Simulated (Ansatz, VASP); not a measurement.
# Sc3Al2 in VASP and in Ansatz

The input INCAR:

```
ALGO = Fast ; EDIFF = 1E-7
EDIFFG = -0.04 ; ENCUT = 600
GGA = PE ; IBRION = 2
ISIF = 3 ; ISMEAR = 0
LASPH = T ; LCHARG = F
LREAL = F ; LWAVE = F
NELM = 80 ; NSW = 90
PREC = Accurate ; SIGMA = 0.1
```

Contents of KPOINTS:

```
k-points
0
Gamma
  4 4 4
```

POSCAR

```
Sc3Al2
1.0
    7.3197745900     -2.5356443000      0.0000000000
    7.3197745900      2.5356443000      0.0000000000
    0.0000000000      0.0000000000      4.6659859100
Sc Al
6 4
Direct
    0.8333333300      0.1666666700      0.2500000000
    0.4333333300      0.7666666700      0.2500000000
    0.2333333300      0.5666666700      0.2500000000
    0.1666666700      0.8333333300      0.7500000000
    0.7666666700      0.4333333300      0.7500000000
    0.5666666700      0.2333333300      0.7500000000
    0.0333333300      0.3666666700      0.2500000000
    0.6333333300      0.9666666700      0.2500000000
    0.3666666700      0.0333333300      0.7500000000
    0.9666666700      0.6333333300      0.7500000000
```

Input for Ansatz:

```yaml
crystal:
  lattice:
    - [7.31977459, -2.5356443, 0.0]
    - [7.31977459, 2.5356443, 0.0]
    - [0.0, 0.0, 4.66598591]
  atoms:
    - { symbol: Sc, position: [0.83333333, 0.16666667, 0.25] }
    - { symbol: Sc, position: [0.43333333, 0.76666667, 0.25] }
    - { symbol: Sc, position: [0.23333333, 0.56666667, 0.25] }
    - { symbol: Sc, position: [0.16666667, 0.83333333, 0.75] }
    - { symbol: Sc, position: [0.76666667, 0.43333333, 0.75] }
    - { symbol: Sc, position: [0.56666667, 0.23333333, 0.75] }
    - { symbol: Al, position: [0.03333333, 0.36666667, 0.25] }
    - { symbol: Al, position: [0.63333333, 0.96666667, 0.25] }
    - { symbol: Al, position: [0.36666667, 0.03333333, 0.75] }
    - { symbol: Al, position: [0.96666667, 0.63333333, 0.75] }
basis:
  ecutwfc: 420
kpoints:
  mp_grid: { grid: [4, 4, 4] }
hamiltonian:
  xc: pbe
scf:
  occupations: { method: gaussian, width: 0.1 }
  lower_state_search: "off"
output:
  forces: true
  stress: true
  eigenvalues: true
relax:
  adjacent_minimum: "off"
  f_tol: 0.04
  max_steps: 70
  cell: { stress_tol: 0.4 }
```

Alike in both runs: task relaxation of cell and atoms; functional PBE; k mesh 4 × 4 × 4; occupations gaussian, width 0.1 eV; no spin polarisation.

|  | VASP | Ansatz |
| --- | --- | --- |
| version | VASP 6.6.1 | Ansatz 0.2.0 |
| potentials or method | VASP PAW PBE potentials, release 64 (Sc_sv, Al), cutoff 600 eV | scalar-relativistic, plane waves, PAW |
| valence electrons in the cell | 78 | 78 |

```tsv
	VASP	Ansatz	Ansatz less VASP
gap on the k mesh at the Fermi level, each at its own relaxed structure (eV)	none	none	-
relaxed volume (Å³/atom)	21.09	21.01	-0.072
relaxed length of the cell vector where the two differ most in proportion (Å)	4.926	4.922	-0.0035
```

A gap of «none» marks a metal or a gap that the smearing closes.

Noted on VASP's run: the volume moved by over 15 % at a fixed basis, so the end points are rough.
